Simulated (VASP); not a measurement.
# P in VASP: settings compared, part 2 of 2

VASP 6.6.1. The steps go on from the part before.

### Step 3. Single point, PBE

This run uses another cell than the first one.

The input, INCAR:

```
  ALGO = Normal
  DIPOL = 0.5 0.5 0.348
  EDIFF = 1E-6
  ENCUT = 520
  GGA = PE
  IDIPOL = 3
  ISIF = 2
  ISMEAR = -1
  LASPH = True
  LCHARG = True
  LDIPOL = True
  LELF = True
  LREAL = False
  LVACPOTAV = True
  LVHAR = True
  LWAVE = False
  NBANDS = 12
  NELM = 60
  PREC = Accurate
  SIGMA = 0.02
```

The input, KPOINTS:

```
k-points
0
Gamma
  12 12 1
```

The input, POSCAR:

```
P
1.0
    3.2728107451      0.0000000000      0.0000000000
   -1.6364053726      2.8343372471      0.0000000000
    0.0000000000      0.0000000000     26.1518814016
P
2
Direct
    0.3333333333      0.6666666667      0.3241110472
    0.6666666667      0.3333333333      0.3709036029
```

Potentials or basis: VASP PAW PBE potentials, release 64 (P).

The run is started by

```
cat potpaw_PBE.64/P/POTCAR > POTCAR
mpirun -np 1 vasp_std > vasp.out
```

OUTCAR:

```text
EDIFF = 1E-6
   ENCUT = 520
   GGA = PE
   ISIF = 2
   ISMEAR = -1
   LASPH = True
   LREAL = False
   NELM = 60
   PREC = Accurate

 ion  position               nearest neighbor table
   1  0.333  0.667  0.324-   2 2.25   2 2.25   2 2.25
   2  0.667  0.333  0.371-   1 2.25   1 2.25   1 2.25

  LATTYP: Found a hexagonal cell.
 ALAT       =     3.2728107451
 C/A-ratio  =     7.9906488454

  Lattice vectors:

 A1 = (   3.2728107451,   0.0000000000,   0.0000000000)
 A2 = (  -1.6364053726,   2.8343372471,   0.0000000000)
 A3 = (   0.0000000000,   0.0000000000,  26.1518814016)

Analysis of symmetry for initial positions (statically):
=====================================================================
 Subroutine PRICEL returns:
 Original cell was already a primitive cell.

 Routine SETGRP: Setting up the symmetry group for a
 hexagonal supercell.

 Subroutine GETGRP returns: Found 12 space group operations
 (whereof  6 operations were pure point group operations)
 out of a pool of 24 trial point group operations.

The static configuration has the point symmetry C_3v.
 The point group associated with its full space group is D_3d.

Analysis of symmetry for dynamics (positions and initial velocities):
=====================================================================
 Subroutine PRICEL returns:
 Original cell was already a primitive cell.

 Routine SETGRP: Setting up the symmetry group for a
 hexagonal supercell.

 Subroutine GETGRP returns: Found 12 space group operations
 (whereof  6 operations were pure point group operations)
 out of a pool of 24 trial point group operations.

The dynamic configuration has the point symmetry C_3v.
 The point group associated with its full space group is D_3d.

 Subroutine INISYM returns: Found 12 space group operations
 (whereof  6 operations are pure point group operations),
 and found     1 'primitive' translations

----------------------------------------------------------------------------------------

                                     Primitive cell
[... 120 lines left out ...]
   NGX = 13   NGY = 13   NGZ = 97

 number of electron      10.0000000 magnetization

 dipolmoment           0.000000      0.000000     -0.000001 electrons x Angstroem

 number of electron       9.9999998 magnetization

 dipolmoment           0.000000      0.000000      0.000001 electrons x Angstroem

 Free energy of the ion-electron system (eV)
  ---------------------------------------------------
  ext. energy  EPLUGINS =         0.00000000
  ---------------------------------------------------
  free energy    TOTEN  =       -10.73161224 eV

  energy without entropy =      -10.73161224  energy(sigma->0) =      -10.73161224

 E-fermi :  -3.8662     XC(G=0):  -2.0267

 val. band max:       -4.3698467428   @ k =   0.1667   0.1667   0.0000
 cond. band min:      -2.4534391818   @ k =   0.3333  -0.0000   0.0000
 fundamental gap:      1.9164075610
 Fermi energy:        -3.8662374634

 k-point     1 :       0.0000    0.0000    0.0000
  band No.  band energies     occupation
      1     -18.5944      2.00000
      2     -10.7836      2.00000
      3      -4.7616      2.00000
      4      -4.5835      2.00000
      5      -4.5835      2.00000
      6      -0.5807      0.00000
      7      -0.4941      0.00000
      8      -0.4941      0.00000
      9       0.9802      0.00000
     10       1.5297      0.00000
     11       1.9437      0.00000
     12       2.1668      0.00000
[... 256 lines left out ...]
 k-point    19 :       0.3333    0.3333    0.0000
  band No.  band energies     occupation
      1     -14.0860      2.00000
      2     -14.0860      2.00000
      3      -9.8265      2.00000
      4      -6.1203      2.00000
      5      -6.1203      2.00000
      6      -2.1710      0.00000
      7       1.2514      0.00000
      8       1.2514      0.00000
      9       3.9169      0.00000
     10       5.2914      0.00000
     11       5.2914      0.00000
     12       5.6489      0.00000

------------------------ aborting loop because EDIFF is reached ----------------------------------------

  FORCE on cell =-STRESS in cart. coord.  units (eV):
  Direction    XX          YY          ZZ          XY          YZ          ZX
  --------------------------------------------------------------------------------------
  -------------------------------------------------------------------------------------
  Total        0.1551001      0.1551001      0.2730013     -0.0000000      0.0000000      0.0000000
  in kB        1.0243473      1.0243473      1.8030174     -0.0000000      0.0000000      0.0000000
  external PRESSURE =       1.2839040 kB  Pullay stress =       0.0000000 kB

 VOLUME and BASIS-vectors are now :
 -----------------------------------------------------------------------------
  energy-cutoff  :      520.00
  volume of cell :      242.59
      direct lattice vectors                 reciprocal lattice vectors
     3.272810745  0.000000000  0.000000000     0.305547762  0.176408083  0.000000000
    -1.636405373  2.834337247  0.000000000     0.000000000  0.352816166  0.000000000
     0.000000000  0.000000000 26.151881402     0.000000000  0.000000000  0.038238167

 POSITION                                       TOTAL-FORCE (eV/Angst)
 -----------------------------------------------------------------------------------
     -0.00000      1.88956      8.47611         0.000000      0.000000     -0.229198
      1.63641      0.94478      9.69983         0.000000      0.000000      0.229198
 -----------------------------------------------------------------------------------
    total drift:                               -0.000000      0.000000      0.000015

  FREE ENERGIE OF THE ION-ELECTRON SYSTEM (eV)
  ---------------------------------------------------
  free  energy   TOTEN  =       -10.7316122405 eV

  energy  without entropy=      -10.7316122405  energy(sigma->0) =      -10.73161224

 vacuum level on the upper side and lower side of the slab         1.789         1.789
```

OSZICAR:

```text
N       E                     dE             d eps       ncg     rms          rms(c)
DAV:   1     0.660293500131E+02    0.66029E+02   -0.29217E+03   456   0.543E+02
DAV:   2    -0.398296840924E+01   -0.70012E+02   -0.61025E+02   708   0.952E+01
DAV:   3    -0.107598961743E+02   -0.67769E+01   -0.67589E+01   644   0.394E+01
[... 11 lines left out ...]
DAV:  15    -0.107315905090E+02   -0.66396E-05   -0.22390E-07   664   0.192E-03    0.191E-03
DAV:  16    -0.107316040532E+02   -0.13544E-04   -0.17989E-07   592   0.137E-03    0.224E-03
DAV:  17    -0.107316080959E+02   -0.40427E-05   -0.11040E-07   628   0.694E-04    0.838E-04
DAV:  18    -0.107316116903E+02   -0.35944E-05   -0.80448E-08   552   0.669E-04    0.308E-04
DAV:  19    -0.107316122405E+02   -0.55020E-06   -0.47753E-09   472   0.164E-04
   1 F= -.10731612E+02 E0= -.10731612E+02  d E =-.735506E-12
```

stdout:

```text
POSCAR found type information on POSCAR P
 POSCAR found :  1 types and       2 ions
 scaLAPACK will be used
 LDA part: xc-table for (Slater+PW92), standard interpolation
 POSCAR, INCAR and KPOINTS ok, starting setup
 FFT: planning ... GRIDC
 FFT: planning ... GRID_SOFT
 FFT: planning ... GRID
 WAVECAR not read
 entering main loop
 -----------------------------------------------------------------------------
|                                                                             |
|           W    W    AA    RRRRR   N    N  II  N    N   GGGG   !!!           |
|           W    W   A  A   R    R  NN   N  II  NN   N  G    G  !!!           |
|           W    W  A    A  R    R  N N  N  II  N N  N  G       !!!           |
|           W WW W  AAAAAA  RRRRR   N  N N  II  N  N N  G  GGG   !            |
|           WW  WW  A    A  R   R   N   NN  II  N   NN  G    G                |
|           W    W  A    A  R    R  N    N  II  N    N   GGGG   !!!           |
|                                                                             |
|     Did not find any points to average over, which means that no vacuum     |
|     field-free region was found. Please increase the size of  your cell     |
|     in the dimension of the dipole correction to obtain accurate            |
|     workfunction values.                                                    |
|                                                                             |
 -----------------------------------------------------------------------------
```

Run time: 34 s. Hardware: 1 thread of Intel Xeon 6975P-C (Granite Rapids), shared host; peak memory 0.32 GiB.

What came out:

```yaml
Free_energy: -10.7316 eV
Largest_force: 0.229 eV/Å
Band_gap_on_the_k_mesh: 1.92 eV (least direct gap 2.19 eV)
```

Forces in eV/Å, atoms in the order of the input:
```
P    0.000  0.000 -0.229
P    0.000  0.000  0.229
```

Levels at points of the mesh, in eV from the valence-band top:
| k point | band 2 | band 3 | band 4 | band 5 | band 6 | band 7 | band 8 | band 9 |
| --- | --- | --- | --- | --- | --- | --- | --- | --- |
| (0.00, 0.00, 0.00) | -6.41 | -0.39 | -0.21 | -0.21 | 3.79 | 3.88 | 3.88 | 5.35 |
| (0.50, 0.00, 0.00) | -9.05 | -3.15 | -2.38 | -1.37 | 1.95 | 3.59 | 5.40 | 6.47 |

### Step 4. Single point, LDA

This run uses another cell than the first one.

The input, INCAR:

```
  ALGO = Normal
  DIPOL = 0.5 0.5 0.348
  EDIFF = 1E-6
  ENCUT = 520
  GGA = CA
  IDIPOL = 3
  ISIF = 2
  ISMEAR = 0
  LASPH = T
  LCHARG = F
  LDIPOL = T
  LREAL = F
  LWAVE = F
  NBANDS = 12
  NELM = 80
  PREC = Accurate
  SIGMA = 0.01
```

KPOINTS is that of step 3.

POSCAR is that of step 3.

Potentials or basis: VASP PAW LDA potentials, release 64 (P).

The run is started by

```
cat potpaw_LDA.64/P/POTCAR > POTCAR
mpirun -np 1 vasp_std > vasp.out
```

Run time: 29 s. Hardware: 1 thread of Intel Xeon 6975P-C (Granite Rapids), shared host; peak memory 0.26 GiB.

The run converged. Its results:

| Quantity | Value |
| --- | --- |
| Free energy | -11.8229 eV |
| Largest force | 0.017 eV/Å |
| Band gap on the k mesh | 1.79 eV (least direct gap 2.06 eV) |

Forces in eV/Å, atoms in the order of the input:
```
P    0.000  0.000  0.017
P    0.000  0.000 -0.017
```

Levels at points of the mesh, in eV from the valence-band top:
| k point | band 1 | band 2 | band 3 | band 4 | band 5 | band 6 | band 7 | band 8 | band 9 | band 10 |
| --- | --- | --- | --- | --- | --- | --- | --- | --- | --- | --- |
| (0.00, 0.00, 0.00) | -14.22 | -6.42 | -0.44 | -0.24 | -0.24 | 3.64 | 3.82 | 3.82 | 5.41 | 6.08 |
| (0.50, 0.00, 0.00) | -11.08 | -9.06 | -3.15 | -2.40 | -1.39 | 1.83 | 3.50 | 5.34 | 6.34 | 9.74 |

### Step 5. Single point, r2SCAN

This run uses another cell than the first one.

POSCAR is that of step 4.

The input, INCAR.step1:

```
SYSTEM = P
  ALGO = Normal
  DIPOL = 0.5 0.5 0.348
  EDIFF = 1E-4
  ENCUT = 520
  GGA = PE
  IDIPOL = 3
  ISMEAR = -1
  LASPH = .TRUE.
  LCHARG = .FALSE.
  LDIPOL = .TRUE.
  LREAL = .FALSE.
  LWAVE = .TRUE.
  NBANDS = 12
  NELM = 100
  PREC = Accurate
  SIGMA = 0.02
```

The input, INCAR.step2:

```
SYSTEM = P
  ALGO = Normal
  DIPOL = 0.5 0.5 0.348
  EDIFF = 1E-6
  ENCUT = 520
  IDIPOL = 3
  ISIF = 2
  ISMEAR = -1
  ISTART = 1
  LASPH = .TRUE.
  LCHARG = .FALSE.
  LDIPOL = .TRUE.
  LMIXTAU = .TRUE.
  LREAL = .FALSE.
  LWAVE = .FALSE.
  METAGGA = R2SCAN
  NBANDS = 12
  NELM = 100
  PREC = Accurate
  SIGMA = 0.02
```

The input, KPOINTS:

```
k-points
0
G
  12 12 1
  0 0 0
```

Potentials or basis: VASP PAW PBE potentials, release 64 (P).

The run is started by

```
cat potpaw_PBE.64/P/POTCAR > POTCAR
cp INCAR.step1 INCAR
mpirun -np 1 vasp_std > vasp.out
cp INCAR.step2 INCAR
mpirun -np 1 vasp_std > vasp.out
```

It took 99 s on 1 thread of Intel Xeon 6975P-C (Granite Rapids), shared host; peak memory 0.37 GiB.

Results (log left out):

```
Free energy            : -17.8559 eV
Largest force          : 0.146 eV/Å
Band gap on the k mesh : 2.20 eV (least direct gap 2.47 eV)
```

Forces in eV/Å, atoms in the order of the input:
```
P    0.000  0.000  0.146
P    0.000  0.000 -0.146
```

Levels at points of the mesh, in eV from the valence-band top:
```tsv
k point	band 2	band 3	band 4	band 5	band 6	band 7	band 8	band 9
(0.00, 0.00, 0.00)	-6.64	-0.39	-0.26	-0.26	4.14	4.14	4.28	5.99
(0.50, 0.00, 0.00)	-9.46	-3.25	-2.53	-1.38	2.26	3.88	5.74	6.95
```

Caveat: the PAW data sets were made with another functional, which shifts forces and pressure a little.

### Step 6. Overview

```tsv
level	potentials or basis	cell	smearing	gap on the mesh (eV)	largest force (eV/Å)
PBE	VASP PAW PBE potentials, release 64 (P)	a = 3.279, b = 3.279, c = 26.152 Å, angles 90.0, 90.0, 120.0°, 2 atoms, atomic positions A	fermi-dirac 0.02 eV	1.98	0.09
PBE	VASP PAW PBE potentials, release 64 (P)	a = 3.273, b = 3.273, c = 26.152 Å, angles 90.0, 90.0, 120.0°, 2 atoms, atomic positions B	fermi-dirac 0.02 eV	1.92	0.23
LDA	VASP PAW LDA potentials, release 64 (P)	a = 3.273, b = 3.273, c = 26.152 Å, angles 90.0, 90.0, 120.0°, 2 atoms, atomic positions B	gaussian 0.01 eV	1.79	0.02
r2SCAN	VASP PAW PBE potentials, release 64 (P)	a = 3.273, b = 3.273, c = 26.152 Å, angles 90.0, 90.0, 120.0°, 2 atoms, atomic positions B	fermi-dirac 0.02 eV	2.20	0.15
```

Alike in all rows: task single point; no spin polarisation; k mesh 12 × 12 × 1; cutoff (eV) 520.

Caveats: the PAW data sets were made with another functional, which shifts forces and pressure a little (at least some runs).

Absolute energies hang on the potentials; compare differences alone.
